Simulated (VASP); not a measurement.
# HfN (WC type) (P-6m2) in VASP: further runs

HfN (WC type) is run at these levels: PBE; tasks: relaxation of shape and atoms at fixed volume, relaxation of cell and atoms.

Program: VASP 6.6.1. These are calculated values, not measurements. Logs are shortened: lines on timing, memory, paths and dates and some standing lists are left out, and cuts for length are marked.

## (1) The cell of the first run

Symmetry: P-6m2, No. 187, hexagonal system. Conventional cell: a = 2.673 Å, b = 2.673 Å, c = 2.509 Å, α = 90.00°, β = 90.00°, γ = 120.00°. Hf (site symmetry -6m2) has 6 N at 1.99 Å and 8 Hf at 2.51 to 2.67 Å within 2.7 Å. Within 2.7 Å of N (site symmetry -6m2) lie 6 Hf at 1.99 Å and 8 N at 2.51 to 2.67 Å.

## (2) Relaxation of shape and atoms at fixed volume, PBE

INCAR

```
  ALGO = Normal
  EDIFF = 1E-7
  EDIFFG = -0.005
  ENCUT = 600
  GGA = PE
  IBRION = 2
  ISIF = 4
  ISMEAR = -1
  LASPH = T
  LCHARG = F
  LREAL = F
  LWAVE = F
  NELM = 60
  NSW = 50
  PREC = Accurate
  SIGMA = 0.1
```

KPOINTS

```
k-points
0
Gamma
  16 16 14
```

POSCAR

```
HfN
1.0
    2.6726133519      0.0000000000      0.0000000000
   -1.3363066760      2.3145510573      0.0000000000
    0.0000000000      0.0000000000      2.5086483643
Hf N
1 1
Direct
    0.0000000000      0.0000000000      0.0000000000
    0.3333333333      0.6666666667      0.5000000000
```

Potentials or basis: VASP PAW PBE potentials, release 64 (Hf_pv, N).

The run is started by

```bash
cat potpaw_PBE.64/Hf_pv/POTCAR potpaw_PBE.64/N/POTCAR > POTCAR
mpirun -np 1 vasp_std > vasp.out
```

OUTCAR:

```text
EDIFF = 1E-7
   EDIFFG = -0.005
   ENCUT = 600
   GGA = PE
   IBRION = 2
   ISIF = 4
   ISMEAR = -1
   LASPH = T
   LREAL = F
   NELM = 60
   NSW = 50
   PREC = Accurate

 ion  position               nearest neighbor table
   1  0.000  0.000  0.000-   2 1.99   2 1.99   2 1.99   2 1.99   2 1.99   2 1.99
   2  0.333  0.667  0.500-   1 1.99   1 1.99   1 1.99   1 1.99   1 1.99   1 1.99

  LATTYP: Found a hexagonal cell.
 ALAT       =     2.6726133519
 C/A-ratio  =     0.9386499407

  Lattice vectors:

 A1 = (   2.6726133519,   0.0000000000,   0.0000000000)
 A2 = (  -1.3363066760,   2.3145510573,   0.0000000000)
 A3 = (   0.0000000000,   0.0000000000,   2.5086483643)

Analysis of symmetry for initial positions (statically):
=====================================================================
 Subroutine PRICEL returns:
 Original cell was already a primitive cell.

 Routine SETGRP: Setting up the symmetry group for a
 hexagonal supercell.

 Subroutine GETGRP returns: Found 12 space group operations
 (whereof 12 operations were pure point group operations)
 out of a pool of 24 trial point group operations.

The static configuration has the point symmetry D_3h.

Analysis of symmetry for dynamics (positions and initial velocities):
=====================================================================
 Subroutine PRICEL returns:
 Original cell was already a primitive cell.

 Routine SETGRP: Setting up the symmetry group for a
 hexagonal supercell.

 Subroutine GETGRP returns: Found 12 space group operations
 (whereof 12 operations were pure point group operations)
 out of a pool of 24 trial point group operations.

The dynamic configuration has the point symmetry D_3h.

 Subroutine INISYM returns: Found 12 space group operations
 (whereof 12 operations are pure point group operations),
 and found     1 'primitive' translations

----------------------------------------------------------------------------------------

                                     Primitive cell

  volume of cell :      15.5182

  direct lattice vectors                    reciprocal lattice vectors
     2.672613352  0.000000000  0.000000000     0.374165608  0.216024615  0.000000000
    -1.336306676  2.314551057  0.000000000     0.000000000  0.432049229  0.000000000
     0.000000000  0.000000000  2.508648364     0.000000000  0.000000000  0.398621032

  length of vectors
     2.672613352  2.672613352  2.508648364     0.432049229  0.432049229  0.398621032

  position of ions in fractional coordinates (direct lattice)
     0.000000000  0.000000000  0.000000000
     0.333333333  0.666666667  0.500000000

  ion indices of the primitive-cell ions
   primitive index   ion index
                 1           1
                 2           2

----------------------------------------------------------------------------------------

 KPOINTS: k-points

Automatic generation of k-mesh.
 Grid dimensions read from file:
 generate k-points for:   16   16   14

 Generating k-lattice:

  Cartesian coordinates                     Fractional coordinates (reciprocal lattice)
     0.023385351  0.013501538  0.000000000     0.062500000  0.000000000  0.000000000
     0.000000000  0.027003077  0.000000000     0.000000000  0.062500000  0.000000000
     0.000000000  0.000000000  0.028472931     0.000000000  0.000000000  0.071428571

  Length of vectors
     0.027003077  0.027003077  0.028472931

  Shift w.r.t. Gamma in fractional coordinates (k-lattice)
     0.000000000  0.000000000  0.000000000

 Subroutine IBZKPT returns following result:
 ===========================================

 Found    240 irreducible k-points:

 Following reciprocal coordinates:
            Coordinates               Weight
  0.000000  0.000000  0.000000      1.000000
  0.062500  0.000000  0.000000      6.000000
  0.125000  0.000000  0.000000      6.000000
  0.187500 -0.000000  0.000000      6.000000
  0.250000  0.000000  0.000000      6.000000
  0.312500  0.000000  0.000000      6.000000
[... 16 lines left out ...]
  0.187500  0.187500  0.000000      6.000000
  0.250000  0.187500  0.000000     12.000000
 [... further k-points ...]
   k-points           NKPTS =    240   k-points in BZ     NKDIM =    240   number of bands    NBANDS=     11
   number of dos      NEDOS =    301   number of ions     NIONS =      2
   total plane-waves  NPLWV =  11520
   dimension x,y,z NGX =    24 NGY =   24 NGZ =   20
   dimension x,y,z NGXF=    48 NGYF=   48 NGZF=   40
   ions per type =               1   1
   NGX,Y,Z   is equivalent  to a cutoff of  14.93, 14.93, 13.25 a.u.
   NGXF,Y,Z  is equivalent  to a cutoff of  29.86, 29.86, 26.51 a.u.
 SYSTEM =  unknown system
   PREC   = accura    normal or accurate (medium, high low for compatibility)
   ISTART =      0    job   : 0-new  1-cont  2-samecut
   ICHARG =      2    charge: 1-file 2-atom 10-const
   ISPIN  =      1    spin polarized calculation?
   LNONCOLLINEAR =      F non collinear calculations
   LSORBIT =      F    spin-orbit coupling
   LASPH  =      T    aspherical Exc in radial PAW
   ENCUT  =  600.0 eV  44.10 Ry    6.64 a.u.   5.34  5.34  5.01*2*pi/ulx,y,z
   NELM   =     60;   NELMIN=  2; NELMDL= -5     # of ELM steps
   EDIFF  = 0.1E-06   stopping-criterion for ELM
   LREAL  =      F    real-space projection
   EDIFFG = -.5E-02   stopping-criterion for IOM
   NSW    =     50    number of steps for IOM
   IBRION =      2    ionic relax: 0-MD 1-quasi-New 2-CG
   NFREE  =      1    steps in history (QN), initial steepest desc. (CG)
   ISIF   =      4    stress and relaxation
   ISYM   =      2    0-nonsym 1-usesym 2-fastsym
   POTIM  = 0.5000    time-step for ionic-motion
   TEBEG  =    0.0;   TEEND  =   0.0 temperature during run
   PSTRESS=    0.0 pullay stress
   NELECT =      15.0000    total number of electrons
   NUPDOWN=      -1.0000    fix difference up-down
   EMIN   =  10.00;   EMAX   =-10.00  energy-range for DOS
   EFERMI =   0.00;   METHOD = LEGACY
   ISMEAR =    -1;   SIGMA  =   0.10  broadening in eV -4-tet -1-fermi 0-gaus
   EFERMI_NEDOS =   21; number of points for ismear=-14 and -15
   IALGO  =     38    algorithm
   IMIX   =      4    mixing-type and parameters
     AMIX     =   0.40;   BMIX     =  1.00
     AMIX_MAG =   1.60;   BMIX_MAG =  1.00
  volume/ion in A,a.u.               =       7.76        52.36
  Fermi-wavevector in a.u.,A,eV,Ry     =   1.618668  3.058838 35.648420  2.620085
  Thomas-Fermi vector in A             =   2.712893
   LORBIT       =      0    0 simple, 1 ext, 2 COOP (PROOUT), +10 PAW based schemes
   GGA     = PE    functional components
   LHFCALC =     F    Hartree Fock is set to
   AEXX    =    0.0000 exact exchange contribution
   IVDW    =     0    specifies the selected vdW correction
   LEPSILON=     F    determine dielectric tensor
   LRPA    =     F    only Hartree local field effects (RPA)
 conjugate gradient relaxation of ions
 non-spin polarized calculation
  energy-cutoff  :      600.00
  volume of cell :       15.52
 maximum number of plane-waves:       550
 NGX is ok and might be reduce to    24
   NGX = 11   NGY = 11   NGZ = 11

--------------------------------------- Ionic step        1  -------------------------------------------

 number of electron      15.0000000 magnetization

 Free energy of the ion-electron system (eV)
  ---------------------------------------------------
  ext. energy  EPLUGINS =         0.00000000
  ---------------------------------------------------
  free energy    TOTEN  =       -16.23851469 eV

  energy without entropy =      -16.21266432  energy(sigma->0) =      -16.22558951

------------------------ aborting loop because EDIFF is reached ----------------------------------------

  FORCE on cell =-STRESS in cart. coord.  units (eV):
  Direction    XX          YY          ZZ          XY          YZ          ZX
  --------------------------------------------------------------------------------------
  -------------------------------------------------------------------------------------
  Total       23.4685828     23.4685828     28.3814394     -0.0000000      0.0000000     -0.0000000
  in kB     2423.0074921   2423.0074922   2930.2340456     -0.0000001      0.0000000     -0.0000000
  external PRESSURE =    2592.0830100 kB  Pullay stress =       0.0000000 kB
[... 89 lines left out ...]
  FREE ENERGIE OF THE ION-ELECTRON SYSTEM (eV)
  ---------------------------------------------------
  free  energy   TOTEN  =       -16.3218308854 eV

  energy  without entropy=      -16.2971174282  energy(sigma->0) =      -16.30947416

[... ionic steps 4 to 14 ...]

--------------------------------------- Ionic step       15  -------------------------------------------

 number of electron      14.9999999 magnetization

------------------------ aborting loop because EDIFF is reached ----------------------------------------

  FORCE on cell =-STRESS in cart. coord.  units (eV):
  Direction    XX          YY          ZZ          XY          YZ          ZX
  --------------------------------------------------------------------------------------
  -------------------------------------------------------------------------------------
  Total       24.5216419     24.5216419     24.5557151     -0.0000000      0.0000000      0.0000000
  in kB     2531.7302952   2531.7302964   2535.2481761     -0.0000005      0.0000000      0.0000000
  external PRESSURE =    2532.9029226 kB  Pullay stress =       0.0000000 kB
[... 57 lines left out ...]
  energy  without entropy=      -16.2970997703  energy(sigma->0) =      -16.30946977

--------------------------------------- Ionic step       17  -------------------------------------------

 number of electron      14.9999999 magnetization

 Free energy of the ion-electron system (eV)
  ---------------------------------------------------
  ext. energy  EPLUGINS =         0.00000000
  ---------------------------------------------------
  free energy    TOTEN  =       -16.32184148 eV

  energy without entropy =      -16.29710717  energy(sigma->0) =      -16.30947432

 E-fermi :  11.3148     XC(G=0): -14.9222

 val. band max:       11.2981347605   @ k =   0.2500   0.0625   0.2857
 cond. band min:      11.3155230443   @ k =   0.2500   0.0625   0.4286
 fundamental gap:      0.0173882838
 Fermi energy:        11.3148107028

 k-point     1 :       0.0000    0.0000    0.0000
  band No.  band energies     occupation
      1     -17.6252      2.00000
      2     -17.2032      2.00000
      3     -17.2032      2.00000
      4      -7.3693      2.00000
      5       6.5952      2.00000
      6       6.5952      2.00000
      7       7.0950      2.00000
      8       9.7825      2.00000
      9      17.2098      0.00000
     10      18.5777      0.00000
     11      18.5777      0.00000
[... 309 lines left out ...]
 k-point    24 :       0.2500    0.1875    0.0000
  band No.  band energies     occupation
      1     -20.4844      2.00000
      2     -18.5861      2.00000
      3     -17.0068      2.00000
      4      -3.5582      2.00000
      5       3.5489      2.00000
      6       6.1835      2.00000
      7       7.8282      2.00000
      8      10.5213      1.99928
      9      14.9693      0.00000
     10      16.5006      0.00000
     11      21.4937      0.00000

 [... further k-points ...]

------------------------ aborting loop because EDIFF is reached ----------------------------------------

  FORCE on cell =-STRESS in cart. coord.  units (eV):
  Direction    XX          YY          ZZ          XY          YZ          ZX
  --------------------------------------------------------------------------------------
  -------------------------------------------------------------------------------------
  Total       24.5280779     24.5280779     24.5351021     -0.0000000     -0.0000000      0.0000000
  in kB     2532.3947732   2532.3947747   2533.1199913     -0.0000006     -0.0000000      0.0000000
  external PRESSURE =    2532.6365131 kB  Pullay stress =       0.0000000 kB
[... 17 lines left out ...]
  FREE ENERGIE OF THE ION-ELECTRON SYSTEM (eV)
  ---------------------------------------------------
  free  energy   TOTEN  =       -16.3218414759 eV

  energy  without entropy=      -16.2971071693  energy(sigma->0) =      -16.30947432

 reached required accuracy - stopping structural energy minimisation
```

Run time: 83 s. Hardware: 1 thread of Intel Xeon 6975P-C (Granite Rapids), shared host; peak memory 0.19 GiB.

Results:

| Item | Value |
| --- | --- |
| Free energy | -16.3218 eV |
| Energy gained by relaxing | 41.7 meV/atom |
| Ionic steps | 17 |
| Pressure after relaxing | 253.3 GPa |
| Band gap on the k mesh | zero (an odd number of electrons rules out a gap without spin polarisation) |

Step by step:
```
step  energy change (eV)  largest force (eV/Å)  pressure (GPa)  volume (Å³)
   1              0.0000                0.0000          259.21        15.52
   2              0.0537                0.0000          245.98        15.52
   3             -0.0833                0.0000          253.19        15.52
   4             -0.0833                0.0000          253.31        15.52
   5             -0.0833                0.0000          253.31        15.52
   6             -0.0833                0.0000          253.30        15.52
   7             -0.0833                0.0000          253.30        15.52
   8             -0.0833                0.0000          253.30        15.52
   9             -0.0833                0.0000          253.30        15.52
  10             -0.0833                0.0000          253.30        15.52
  11             -0.0833                0.0000          253.30        15.52
  12             -0.0833                0.0000          253.30        15.52
  13             -0.0833                0.0000          253.30        15.52
  14             -0.0833                0.0000          253.30        15.52
  15             -0.0833                0.0000          253.29        15.52
  16             -0.0833                0.0000          253.28        15.52
  17             -0.0833                0.0000          253.26        15.52
```

Final structure:
```cif
data_structure
_symmetry_space_group_name_H-M 'P 1'
_symmetry_Int_Tables_number 1
_cell_length_a 2.6274
_cell_length_b 2.6274
_cell_length_c 2.5957
_cell_angle_alpha 90.000
_cell_angle_beta 90.000
_cell_angle_gamma 120.000
_cell_volume 15.52
loop_
_atom_site_label
_atom_site_type_symbol
_atom_site_fract_x
_atom_site_fract_y
_atom_site_fract_z
_atom_site_occupancy
Hf1 Hf 0.00000 0.00000 0.00000 1
N1 N 0.33333 0.66667 0.50000 1
```

Levels at points of the mesh, in eV from the Fermi level:
```csv
k point,band 4,band 5,band 6,band 7,band 8,band 9,band 10,band 11
"(0.00, 0.00, 0.00)",-18.68,-4.72,-4.72,-4.22,-1.53,5.89,7.26,7.26
"(0.50, 0.00, 0.00)",-14.93,-8.12,-5.70,-3.32,-2.02,7.16,8.64,9.19
"(0.00, 0.00, 0.50)",-12.88,-9.67,-3.50,-3.50,1.63,1.63,4.94,6.42
"(0.50, 0.00, 0.50)",-16.95,-7.83,-6.27,-5.50,2.92,8.82,11.32,12.81
```

Caveat: spin-orbit coupling is left out, which moves the levels of the heavy elements; an odd number of electrons without spin polarisation forces a metal; a magnetic or distorted state may lie lower.

## (3) Relaxation of shape and atoms at fixed volume, PBE

This run uses another cell than the first one, of 8.73 Å³/atom.

INCAR

```
SYSTEM = HfN
  PREC = Accurate
  ENCUT = 600
  EDIFF = 1E-6
  ISMEAR = -1
  SIGMA = 0.1
  LREAL = .FALSE.
  LASPH = .TRUE.
  NELM = 60
  ALGO = Normal
  ISIF = 4
  LWAVE = .FALSE.
  LCHARG = .FALSE.
  GGA = PE
  IBRION = 2
  NSW = 50
  EDIFFG = -0.005
```

KPOINTS

```
Automatic mesh
0
G
  16 16 14
  0 0 0
```

POSCAR

```
HfN
1.0
    2.7796298993      0.0000000000      0.0000000000
   -1.3898149497      2.4072301059      0.0000000000
    0.0000000000      0.0000000000      2.6090994402
Hf N
1 1
Direct
    0.0000000000      0.0000000000      0.0000000000
    0.3333333333      0.6666666667      0.5000000000
```

Potentials or basis: VASP PAW PBE potentials, release 64 (Hf_pv, N).

The run is started by

```bash
cat potpaw_PBE.64/Hf_pv/POTCAR potpaw_PBE.64/N/POTCAR > POTCAR
mpirun -np 1 vasp_std > vasp.out
```

Wall time 82 s (1 thread of Intel Xeon 6975P-C (Granite Rapids), shared host); peak memory 0.2 GiB.

It converged, with:

```
Free energy               : -18.6931 eV
Energy gained by relaxing : 16.7 meV/atom
Ionic steps               : 16
Pressure after relaxing   : 146.5 GPa
Band gap on the k mesh    : zero (an odd number of electrons rules out a gap without spin polarisation)
```

Step by step:
| step | energy change (eV) | largest force (eV/Å) | pressure (GPa) | volume (Å³) |
| --- | --- | --- | --- | --- |
| 1 | 0.0000 | 0.0000 | 149.17 | 17.46 |
| 2 | 0.0177 | 0.0000 | 143.43 | 17.46 |
| 3 | -0.0334 | 0.0000 | 146.48 | 17.46 |
| 4 | -0.0334 | 0.0000 | 146.52 | 17.46 |
| 5 | -0.0334 | 0.0000 | 146.52 | 17.46 |
| 6 | -0.0334 | 0.0000 | 146.52 | 17.46 |
| 7 | -0.0334 | 0.0000 | 146.52 | 17.46 |
| 8 | -0.0334 | 0.0000 | 146.52 | 17.46 |
| 9 | -0.0334 | 0.0000 | 146.52 | 17.46 |
| 10 | -0.0334 | 0.0000 | 146.52 | 17.46 |
| 11 | -0.0334 | 0.0000 | 146.52 | 17.46 |
| 12 | -0.0334 | 0.0000 | 146.52 | 17.46 |
| 13 | -0.0334 | 0.0000 | 146.52 | 17.46 |
| 14 | -0.0334 | 0.0000 | 146.51 | 17.46 |
| 15 | -0.0334 | 0.0000 | 146.50 | 17.46 |
| 16 | -0.0334 | 0.0000 | 146.49 | 17.46 |

Final structure:
```xyz
2
Lattice="2.7494 0.0000 0.0000 -1.3747 2.3811 0.0000 0.0000 0.0000 2.6667" Properties=species:S:1:pos:R:3 pbc="T T T"
Hf    0.0000    0.0000    0.0000
N     0.0000    1.5874    1.3334
```

Levels at points of the mesh, in eV from the Fermi level:
| k point | band 6 | band 7 | band 8 | band 9 | band 10 | band 11 |
| --- | --- | --- | --- | --- | --- | --- |
| (0.00, 0.00, 0.00) | -4.36 | -3.55 | -1.63 | 4.81 | 6.63 | 6.63 |
| (0.50, 0.00, 0.00) | -4.86 | -2.76 | -2.15 | 6.65 | 7.43 | 8.55 |
| (0.00, 0.00, 0.50) | -3.27 | -3.27 | 1.68 | 1.68 | 4.75 | 5.82 |
| (0.50, 0.00, 0.50) | -5.68 | -5.36 | 2.11 | 7.71 | 9.85 | 11.47 |

Caveat: spin-orbit coupling is left out, which moves the levels of the heavy elements; an odd number of electrons without spin polarisation forces a metal; a magnetic or distorted state may lie lower.

[end of part 1 of 3]

The gap in the log of VASP goes by the Fermi energy; the results here count the filled bands.